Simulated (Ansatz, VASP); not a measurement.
SnO2 in VASP and in Ansatz

File INCAR:

```
SYSTEM = SnO2
ALGO = Normal
EDIFF = 1E-7
ENCUT = 520
GGA = CA
ISIF = 2
ISMEAR = 0
LASPH = .TRUE.
LCHARG = .TRUE.
LELF = .TRUE.
LREAL = .FALSE.
LVHAR = .TRUE.
LWAVE = .FALSE.
NBANDS = 35
NELM = 80
PREC = Accurate
SIGMA = 0.05
```

KPOINTS

```
k-points
0
G
  6 6 8
  0 0 0
```

File POSCAR:

```
SnO2
1.0
    4.8820573695      0.0000000000      0.0000000000
    0.0000000000      4.8826571076      0.0000000000
    0.0000000000      0.0000000000      3.2983446198
Sn O
2 4
Direct
    0.5000000000      0.5000000000      0.5000000000
    0.0000000000      0.0000000000      0.0000000000
    0.3059833077      0.3450716815      0.0000000000
    0.8059833077      0.1549283185      0.5000000000
    0.1940166923      0.8450716815      0.5000000000
    0.6940166923      0.6549283185      0.0000000000
```

Input for Ansatz:

```yaml
crystal:
  lattice:
    - [4.8820573695, 0.0, 0.0]
    - [0.0, 4.8826571076, 0.0]
    - [0.0, 0.0, 3.2983446198]
  atoms:
    - { symbol: Sn, position: [0.5, 0.5, 0.5] }
    - { symbol: Sn, position: [0.0, 0.0, 0.0] }
    - { symbol: O, position: [0.3059833077, 0.3450716815, 0.0] }
    - { symbol: O, position: [0.8059833077, 0.1549283185, 0.5] }
    - { symbol: O, position: [0.1940166923, 0.8450716815, 0.5] }
    - { symbol: O, position: [0.6940166923, 0.6549283185, 0.0] }
basis:
  ecutwfc: 520.0
kpoints:
  mp_grid: { grid: [6, 6, 8] }
hamiltonian:
  xc: lda
scf:
  occupations: { method: gaussian, width: 0.05 }
output:
  forces: true
  stress: true
  eigenvalues: true
  write_density: true
  write_potential: true
  elf: true
  volumetric_format: npy
```

Alike in both runs: task single point; functional LDA; k mesh 6 × 6 × 8; occupations gaussian, width 0.05 eV; no spin polarisation.

```csv
,VASP,Ansatz
version,VASP 6.6.1,Ansatz 0.2.0
potentials or method,"VASP PAW LDA potentials, release 64 (Sn_d, O), cutoff 520 eV","scalar-relativistic, plane waves, PAW"
valence electrons in the cell,52,52
```

Ansatz gave:

- gap on the k mesh at the Fermi level (eV): 0.57
- least direct gap on the mesh (eV): 0.58
- pressure (GPa): -11.0
- traceless stress, the component that is largest in VASP (GPa): 3.88
- rms of the force components (eV/Å): 0.995

**Question.** Estimate VASP's values.

**Answer.** gap on the k mesh at the Fermi level (eV): 0.59; least direct gap on the mesh (eV): 0.60; pressure (GPa): -10.3; traceless stress, the component that is largest in VASP (GPa): 3.62; rms of the force components (eV/Å): 1.023.

LDA's correlation is that of Perdew and Zunger in VASP and of Perdew and Wang (1992) in Ansatz. Atom by atom the forces differ by 0.028 eV/Å (rms over components).
